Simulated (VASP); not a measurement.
Wanted: the native input for a VASP 6.6.1 run.

| Item | Value |
| --- | --- |
| Task | single point |
| Functional | LDA |
| Potentials or basis | VASP PAW LDA potentials, release 64 (Mg, Se) |
| Cutoff | 600 eV |
| k mesh | 8 × 8 × 8 |
| Occupations | gaussian, width 0.02 eV |
| Spin | no spin polarisation |
| Dipole correction | no |
| Further INCAR settings | ALGO = Normal; EDIFF = 1e-06; NBANDS = 11 |

The structure of MgSe (f.blda) lies in POSCAR:

```
MgSe
1.0
    0.0000000000      2.6958605978      2.6958605978
    2.6958605978      0.0000000000      2.6958605978
    2.6958605978      2.6958605978      0.0000000000
Mg Se
1 1
Direct
    0.0000000000      0.0000000000      0.0000000000
    0.5000000000      0.5000000000      0.5000000000
```

These files were run (other wordings do the same):

INCAR

```
SYSTEM = MgSe
ALGO = Normal
EDIFF = 1E-6
ENCUT = 600
GGA = CA
GGA_COMPAT = .False.
ISIF = 2
ISMEAR = 0
LASPH = .True.
LCHARG = .False.
LREAL = .False.
LWAVE = .False.
NBANDS = 11
NELM = 120
PREC = Accurate
SIGMA = 0.02
```

KPOINTS

```
k-points
0
Gamma
  8 8 8
  0 0 0
```

Potentials or basis: VASP PAW LDA potentials, release 64 (Mg, Se).

Launch:

```console
$ cat potpaw_LDA.64/Mg/POTCAR potpaw_LDA.64/Se/POTCAR > POTCAR
$ mpirun -np 1 vasp_std > vasp.out
```

Results of the run:

```json
{"Pressure": "-0.3 GPa", "Band gap on the k mesh": "1.70 eV, indirect (least direct gap 2.62 eV)"}
```

Run time: 14 s on 1 thread of Intel(R) Xeon(R) Platinum 8375C CPU @ 2.90GHz (Ice Lake) (shared host), peak memory 0.15 GiB.
